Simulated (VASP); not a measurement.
# I (P6_3/mmc) in VASP: notebook

Runs on I. Level: PBEsol. Tasks: single point.

Everything below comes from runs of VASP 6.6.1. Logs are shortened: lines on timing, memory, paths and dates and some standing lists are left out, and cuts for length are marked.

### Step 1. The cell of the first run

Symmetry: P6_3/mmc, No. 194, hexagonal system. Conventional cell: a = 4.360 Å, b = 4.360 Å, c = 10.635 Å, α = 90.00°, β = 90.00°, γ = 120.00°. Within 3.6 Å of I (site symmetry 3m) lie 1 I at 2.74 Å.

### Step 2. Single point, PBEsol

INCAR

```
PREC     = Accurate       # precision mode
ENCUT    = 520            # plane-wave cutoff, eV
EDIFF    = 1E-6           # SCF threshold, eV
ISMEAR   = 0              # smearing method
SIGMA    = 0.1            # smearing width, eV
LREAL    = F              # projectors in reciprocal space
LASPH    = T              # aspherical terms in the spheres
NELM     = 100            # most SCF steps
ALGO     = Normal         # electronic algorithm
ISIF     = 2              # what is computed and relaxed
LWAVE    = F              # write WAVECAR
LCHARG   = F              # write CHGCAR
GGA      = PS             # functional
NBANDS   = 22             # bands
```

KPOINTS

```
regular mesh
0
Gamma
  6 6 2
```

POSCAR

```
I
1.0
    4.3601720013      0.0000000000      0.0000000000
   -2.1800860007      3.7760197179      0.0000000000
    0.0000000000      0.0000000000     10.6345749101
I
4
Direct
    0.3333333333      0.6666666667      0.3788071746
    0.6666666667      0.3333333333      0.8788071746
    0.6666666667      0.3333333333      0.6211928254
    0.3333333333      0.6666666667      0.1211928254
```

Potentials or basis: VASP PAW PBE potentials, release 64 (I).

Command:

```sh
$ cat potpaw_PBE.64/I/POTCAR > POTCAR
$ mpirun -np 1 vasp_std > vasp.out
```

OUTCAR:

```text
PREC = Accurate
   ENCUT = 520
   EDIFF = 1E-6
   ISMEAR = 0
   LREAL = F
   LASPH = T
   NELM = 100
   ISIF = 2
   GGA = PS

 ion  position               nearest neighbor table
   1  0.333  0.667  0.379-   4 2.74
   2  0.667  0.333  0.879-   3 2.74
   3  0.667  0.333  0.621-   2 2.74
   4  0.333  0.667  0.121-   1 2.74

  LATTYP: Found a hexagonal cell.
 ALAT       =     4.3601720013
 C/A-ratio  =     2.4390264666

  Lattice vectors:

 A1 = (   4.3601720013,   0.0000000000,   0.0000000000)
 A2 = (  -2.1800860007,   3.7760197179,   0.0000000000)
 A3 = (   0.0000000000,   0.0000000000,  10.6345749101)

Analysis of symmetry for initial positions (statically):
=====================================================================
 Subroutine PRICEL returns:
 Original cell was already a primitive cell.

 Routine SETGRP: Setting up the symmetry group for a
 hexagonal supercell.

 Subroutine GETGRP returns: Found 24 space group operations
 (whereof 12 operations were pure point group operations)
 out of a pool of 24 trial point group operations.

The static configuration has the point symmetry D_3d.
 The point group associated with its full space group is D_6h.

Analysis of symmetry for dynamics (positions and initial velocities):
=====================================================================
 Subroutine PRICEL returns:
 Original cell was already a primitive cell.

 Routine SETGRP: Setting up the symmetry group for a
 hexagonal supercell.

 Subroutine GETGRP returns: Found 24 space group operations
 (whereof 12 operations were pure point group operations)
 out of a pool of 24 trial point group operations.

The dynamic configuration has the point symmetry D_3d.
 The point group associated with its full space group is D_6h.

 Subroutine INISYM returns: Found 24 space group operations
 (whereof 12 operations are pure point group operations),
 and found     1 'primitive' translations

----------------------------------------------------------------------------------------

                                     Primitive cell

  volume of cell :     175.0887

[... 74 lines left out ...]
   ICHARG =      2    charge: 1-file 2-atom 10-const
   ISPIN  =      1    spin polarized calculation?
   LNONCOLLINEAR =      F non collinear calculations
   LSORBIT =      F    spin-orbit coupling
   LASPH  =      T    aspherical Exc in radial PAW
   ENCUT  =  520.0 eV  38.22 Ry    6.18 a.u.   8.11  8.11 19.77*2*pi/ulx,y,z
   NELM   =    100;   NELMIN=  2; NELMDL= -5     # of ELM steps
   EDIFF  = 0.1E-05   stopping-criterion for ELM
   LREAL  =      F    real-space projection
   EDIFFG = 0.1E-04   stopping-criterion for IOM
   NSW    =      0    number of steps for IOM
   IBRION =     -1    ionic relax: 0-MD 1-quasi-New 2-CG
   NFREE  =      0    steps in history (QN), initial steepest desc. (CG)
   ISIF   =      2    stress and relaxation
   ISYM   =      2    0-nonsym 1-usesym 2-fastsym
   POTIM  = 0.5000    time-step for ionic-motion
   TEBEG  =    0.0;   TEEND  =   0.0 temperature during run
   PSTRESS=    0.0 pullay stress
   NELECT =      28.0000    total number of electrons
   NUPDOWN=      -1.0000    fix difference up-down
   EMIN   =  10.00;   EMAX   =-10.00  energy-range for DOS
   EFERMI =   0.00;   METHOD = LEGACY
   ISMEAR =     0;   SIGMA  =   0.10  broadening in eV -4-tet -1-fermi 0-gaus
   EFERMI_NEDOS =   21; number of points for ismear=-14 and -15
   IALGO  =     38    algorithm
   IMIX   =      4    mixing-type and parameters
     AMIX     =   0.40;   BMIX     =  1.00
     AMIX_MAG =   1.60;   BMIX_MAG =  1.00
  volume/ion in A,a.u.               =      43.77       295.39
  Fermi-wavevector in a.u.,A,eV,Ry     =   0.888604  1.679218 10.743388  0.789617
  Thomas-Fermi vector in A             =   2.010055
   LORBIT       =      0    0 simple, 1 ext, 2 COOP (PROOUT), +10 PAW based schemes
   GGA     = PS    functional components
   LHFCALC =     F    Hartree Fock is set to
   AEXX    =    0.0000 exact exchange contribution
   IVDW    =     0    specifies the selected vdW correction
   LEPSILON=     F    determine dielectric tensor
   LRPA    =     F    only Hartree local field effects (RPA)
 non-spin polarized calculation
 Gauss-broadening in eV      SIGMA  =   0.10
  energy-cutoff  :      520.00
  volume of cell :      175.09
 maximum number of plane-waves:      4730
   NGX = 17   NGY = 17   NGZ = 39

 number of electron      28.0000001 magnetization

 Free energy of the ion-electron system (eV)
  ---------------------------------------------------
  ext. energy  EPLUGINS =         0.00000000
  ---------------------------------------------------
  free energy    TOTEN  =        -6.48489659 eV

  energy without entropy =       -6.47898481  energy(sigma->0) =       -6.48194070

 E-fermi :   2.7631     XC(G=0):  -8.0503

 val. band max:        2.6803468138   @ k =   0.1667   0.0000   0.0000
 cond. band min:       2.8785987182   @ k =   0.1667   0.0000   0.0000
 fundamental gap:      0.1982519043
 Fermi energy:         2.7631484870

 k-point     1 :       0.0000    0.0000    0.0000
  band No.  band energies     occupation
      1     -11.2529      2.00000
      2     -10.6895      2.00000
      3      -9.6466      2.00000
      4      -8.5067      2.00000
      5      -2.7559      2.00000
      6      -0.4797      2.00000
[... 339 lines left out ...]
     21       9.8701      0.00000
     22       9.8701      0.00000

------------------------ aborting loop because EDIFF is reached ----------------------------------------

  FORCE on cell =-STRESS in cart. coord.  units (eV):
  Direction    XX          YY          ZZ          XY          YZ          ZX
  --------------------------------------------------------------------------------------
  -------------------------------------------------------------------------------------
  Total        0.0532208      0.0532208     -0.0209858     -0.0000000      0.0000000     -0.0000000
  in kB        0.4870058      0.4870058     -0.1920340     -0.0000000      0.0000000     -0.0000000
  external PRESSURE =       0.2606592 kB  Pullay stress =       0.0000000 kB

 VOLUME and BASIS-vectors are now :
 -----------------------------------------------------------------------------
  energy-cutoff  :      520.00
  volume of cell :      175.09
      direct lattice vectors                 reciprocal lattice vectors
     4.360172001  0.000000000  0.000000000     0.229348750  0.132414563  0.000000000
    -2.180086001  3.776019718  0.000000000     0.000000000  0.264829126  0.000000000
     0.000000000  0.000000000 10.634574910     0.000000000  0.000000000  0.094032908

 POSITION                                       TOTAL-FORCE (eV/Angst)
 -----------------------------------------------------------------------------------
     -0.00000      2.51735      4.02845        -0.000000     -0.000000      0.010371
      2.18009      1.25867      9.34574         0.000000      0.000000      0.010371
      2.18009      1.25867      6.60612         0.000000      0.000000     -0.010371
     -0.00000      2.51735      1.28883        -0.000000     -0.000000     -0.010371
 -----------------------------------------------------------------------------------
    total drift:                               -0.000000      0.000000     -0.000000

  FREE ENERGIE OF THE ION-ELECTRON SYSTEM (eV)
  ---------------------------------------------------
  free  energy   TOTEN  =        -6.4848965937 eV

  energy  without entropy=       -6.4789848078  energy(sigma->0) =       -6.48194070
```

OSZICAR:

```text
N       E                     dE             d eps       ncg     rms          rms(c)
DAV:   1     0.158998525894E+03    0.15900E+03   -0.10383E+04   616   0.102E+03
DAV:   2     0.627806787770E+01   -0.15272E+03   -0.14771E+03   824   0.158E+02
DAV:   3    -0.645540570907E+01   -0.12733E+02   -0.12685E+02   780   0.531E+01
DAV:   4    -0.675518559238E+01   -0.29978E+00   -0.29973E+00   838   0.938E+00
DAV:   5    -0.676080770459E+01   -0.56221E-02   -0.56220E-02   790   0.130E+00    0.978E+00
DAV:   6    -0.655529132565E+01    0.20552E+00   -0.16974E-01   766   0.174E+00    0.654E+00
DAV:   7    -0.649547768264E+01    0.59814E-01   -0.40918E-01   718   0.267E+00    0.625E-01
DAV:   8    -0.648479784277E+01    0.10680E-01   -0.53776E-02   694   0.105E+00    0.272E-01
DAV:   9    -0.648486578799E+01   -0.67945E-04   -0.93549E-04   754   0.176E-01    0.190E-01
DAV:  10    -0.648490735591E+01   -0.41568E-04   -0.10032E-04   676   0.563E-02    0.140E-01
DAV:  11    -0.648489879258E+01    0.85633E-05   -0.23008E-05   770   0.208E-02    0.462E-02
DAV:  12    -0.648489745988E+01    0.13327E-05   -0.21025E-06   696   0.682E-03    0.304E-02
DAV:  13    -0.648489659368E+01    0.86620E-06   -0.39769E-06   736   0.913E-03
   1 F= -.64848966E+01 E0= -.64819407E+01  d E =-.591179E-02
```

stdout:

```text
POSCAR found type information on POSCAR I
 POSCAR found :  1 types and       4 ions
 scaLAPACK will be used
 -----------------------------------------------------------------------------
|                                                                             |
|                                                                             |
|     You enforced a specific xc type in the INCAR file but a different       |
|     I HOPE YOU KNOW WHAT YOU ARE DOING!                                     |
|                                                                             |
 -----------------------------------------------------------------------------

 LDA part: xc-table for (Slater+PW92), standard interpolation
 POSCAR, INCAR and KPOINTS ok, starting setup
 FFT: planning ... GRIDC
 FFT: planning ... GRID_SOFT
 FFT: planning ... GRID
 WAVECAR not read
 entering main loop
```

Run time: 20 s. Hardware: 1 thread of Intel Xeon 6975P-C (Granite Rapids), shared host; peak memory 0.26 GiB.

What came out:

```yaml
Free_energy: -6.4849 eV
Pressure: 0.0 GPa
Largest_force: 0.010 eV/Å
Band_gap_on_the_k_mesh: zero (band 14 reaches 2.68 eV, above the bottom of band 15 at 2.66 eV)
```

Forces in eV/Å, atoms in the order of the input:
```
I    0.000  0.000  0.010
I    0.000  0.000  0.010
I    0.000  0.000 -0.010
I    0.000  0.000 -0.010
```

Caveat: the PAW data sets were made with another functional, which shifts forces and pressure a little; spin-orbit coupling is left out, which moves the levels of the heavy elements.

(Continued in part 2 of 2.)
